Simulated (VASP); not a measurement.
Write the native input for VASP 6.6.1 that does the following.

```
Task                   : electric field gradients
Functional             : r2SCAN
Potentials or basis    : VASP PAW PBE potentials, release 64 (Tl_d, Pt)
Cutoff                 : 520 eV
k mesh                 : 7 × 7 × 7
Occupations            : fermi-dirac, width 0.05 eV
Spin                   : no spin polarisation
Dipole correction      : no
Further INCAR settings : ALGO = Normal; EDIFF = 1e-08; NBANDS = 44
```

TlPt:

```
CELL_PARAMETERS angstrom
5.60500 0.00000 0.00000
-2.80250 4.85407 0.00000
0.00000 0.00000 4.63900
ATOMIC_POSITIONS crystal
Tl 0.50000 0.00000 0.00000
Tl 0.50000 0.50000 0.00000
Tl 0.00000 0.50000 0.00000
Pt 0.00000 0.00000 0.00000
Pt 0.33333 0.66667 0.50000
Pt 0.66667 0.33333 0.50000
```

These files were run (other wordings do the same):

POSCAR

```
TlPt
1.0
    5.6049989659      0.0000000000      0.0000000000
   -2.8024994829      4.8540714926      0.0000000000
    0.0000000000      0.0000000000      4.6390000000
Tl Pt
3 3
Direct
    0.5000000000      0.0000000000      0.0000000000
    0.5000000000      0.5000000000      0.0000000000
    0.0000000000      0.5000000000      0.0000000000
    0.0000000000      0.0000000000      0.0000000000
    0.3333333333      0.6666666667      0.5000000000
    0.6666666667      0.3333333333      0.5000000000
```

INCAR.step1

```
SYSTEM = TlPt
PREC = Accurate ; ENCUT = 520
ISMEAR = -1 ; SIGMA = 0.05
LREAL = .False. ; LASPH = .True.
NELM = 100 ; NBANDS = 44
GGA = PE ; ALGO = Normal
EDIFF = 1E-4 ; LWAVE = .True.
LCHARG = .False.
```

INCAR.step2

```
SYSTEM = TlPt
PREC = Accurate ; ENCUT = 520
EDIFF = 1E-8 ; ISMEAR = -1
SIGMA = 0.05 ; LREAL = .False.
LASPH = .True. ; NELM = 100
ALGO = Normal ; ISIF = 2
LWAVE = .False. ; LCHARG = .False.
METAGGA = R2SCAN ; LMIXTAU = .True.
LEFG = .True. ; NBANDS = 44
ISTART = 1
```

KPOINTS

```
regular mesh
0
Gamma
  7 7 7
  0 0 0
```

Potentials or basis: VASP PAW PBE potentials, release 64 (Tl_d, Pt).

The run is started by

```console
$ cat potpaw_PBE.64/Tl_d/POTCAR potpaw_PBE.64/Pt/POTCAR > POTCAR
$ cp INCAR.step1 INCAR
$ mpirun -np 1 vasp_std > vasp.out
$ cp INCAR.step2 INCAR
$ mpirun -np 1 vasp_std > vasp.out
```

It gave:

- Pressure: 10.3 GPa
- Band gap on the k mesh: zero (an odd number of electrons rules out a gap without spin polarisation)
- Largest electric field gradient by atom: Tl +57.9; Pt +115.0, -88.0 (each value once) V/Å²

Caveat: the stress differs along the axes, from 1 to 15 GPa; without QUAD_EFG the Cq values of the log hold for a quadrupole moment of 1 mb, not for the nuclei; the PAW data sets were made with another functional, which shifts forces and pressure a little; spin-orbit coupling is left out, which moves the levels of the heavy elements.

Wall time 10 min on 1 thread of Intel(R) Xeon(R) Platinum 8259CL CPU @ 2.50GHz (Skylake/Cascade Lake) (shared host), peak memory 0.34 GiB.
